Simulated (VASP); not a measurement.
Set up this calculation in VASP 6.6.1, as the native input.

| Item | Value |
| --- | --- |
| Task | single point |
| Functional | PBEsol |
| Potentials or basis | VASP PAW PBE potentials, release 64 (Si, Ni) |
| Cutoff | 520 eV |
| k mesh | 12 × 12 × 10 |
| Occupations | gaussian, width 0.15 eV |
| Spin | no spin polarisation |
| Dipole correction | no |
| Further INCAR settings | ALGO = Fast; EDIFF = 1e-07; NBANDS = 33 |

The structure of SiNi2 lies in POSCAR:

```
SiNi2
1.0
    3.8684636248      0.0000000000      0.0000000000
   -1.9342318124      3.3501877727      0.0000000000
    0.0000000000      0.0000000000      4.9169852794
Si Ni
2 4
Direct
    0.3333333333      0.6666666667      0.7500000000
    0.6666666667      0.3333333333      0.2500000000
    0.0000000000      0.0000000000      0.0305064977
    0.0000000000      0.0000000000      0.4694935023
    0.3333333333      0.6666666667      0.2500000000
    0.6666666667      0.3333333333      0.7500000000
```

This cell differs from its parent crystal: atoms displaced along a vibrational mode.

One way to write it, as run:

INCAR

```
PREC     = Accurate       # precision mode
ENCUT    = 520            # plane-wave cutoff, eV
EDIFF    = 1E-7           # SCF threshold, eV
ISMEAR   = 0              # smearing method
SIGMA    = 0.15           # smearing width, eV
LREAL    = False          # projectors in reciprocal space
LASPH    = True           # aspherical terms in the spheres
NELM     = 100            # most SCF steps
ALGO     = Fast           # electronic algorithm
ISIF     = 2              # what is computed and relaxed
LWAVE    = False          # write WAVECAR
LCHARG   = False          # write CHGCAR
GGA      = PS             # functional
NBANDS   = 33             # bands
```

KPOINTS

```
Automatic mesh
0
Gamma
  12 12 10
```

Potentials or basis: VASP PAW PBE potentials, release 64 (Si, Ni).

Run with:

```sh
$ cat potpaw_PBE.64/Si/POTCAR potpaw_PBE.64/Ni/POTCAR > POTCAR
$ mpirun -np 1 vasp_std > vasp.out
```

It gave:

```yaml
Pressure: 4.3 GPa
Largest_force: 3.626 eV/Å
Band_gap_on_the_k_mesh: zero (bands 24 and 25 overlap by 3.26 eV)
```

Caveat: the cell differs from its parent crystal (atoms displaced along a vibrational mode); the cell stands under pressure; the PAW data sets were made with another functional, which shifts forces and pressure a little.

Run time: 3.6 min on 1 thread of Intel(R) Xeon(R) Platinum 8488C (Sapphire Rapids), with other jobs on the host, peak memory 0.31 GiB.
